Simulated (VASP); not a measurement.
BeH3:

```xyz
4
Lattice="2.9321 0.0000 0.0000 0.0000 2.9321 0.0000 0.0000 0.0000 2.9321" Properties=species:S:1:pos:R:3 pbc="T T T"
Be    0.0000    0.0000    0.0000
H     0.0000    1.4660    1.4660
H     1.4660    0.0000    1.4660
H     1.4660    1.4660    0.0000
```

```yaml
Program: VASP 6.6.1
Task: relaxation of cell and atoms
Functional: PBE
Potentials_or_basis: VASP PAW PBE potentials, release 64 (Be, H)
Cutoff: 600 eV
k_mesh: 6 × 6 × 6
Occupations: gaussian, width 0.1 eV
Spin: no spin polarisation
```

At the start: pressure -23.2 GPa; volume 6.30 Å³/atom.

Task: Where does the relaxation end?

Result: Over 6 steps the energy falls by 197.4 meV/atom and the volume is 4.24 Å³/atom (-32.8 %); space group Pm-3m (No. 221, to 0.05 Å).

The path:
```csv
step,energy change (eV),largest force (eV/Å),pressure (GPa),volume (Å³)
1,0.0000,0.0000,-23.21,25.21
2,-0.4264,0.0000,-19.10,22.02
3,-0.7417,0.0000,-8.84,18.58
4,-0.2680,0.0000,49.38,12.81
5,-0.7876,0.0000,-2.04,17.28
6,-0.7896,0.0000,0.04,16.95
```

Final structure:
```
CELL_PARAMETERS angstrom
2.56859 0.00000 0.00000
0.00000 2.56859 0.00000
0.00000 0.00000 2.56859
ATOMIC_POSITIONS crystal
Be 0.00000 0.00000 0.00000
H 0.00000 0.50000 0.50000
H 0.50000 0.00000 0.50000
H 0.50000 0.50000 0.00000
```

Caveat: the volume moved by over 15 % at a fixed basis, so the end points are rough.
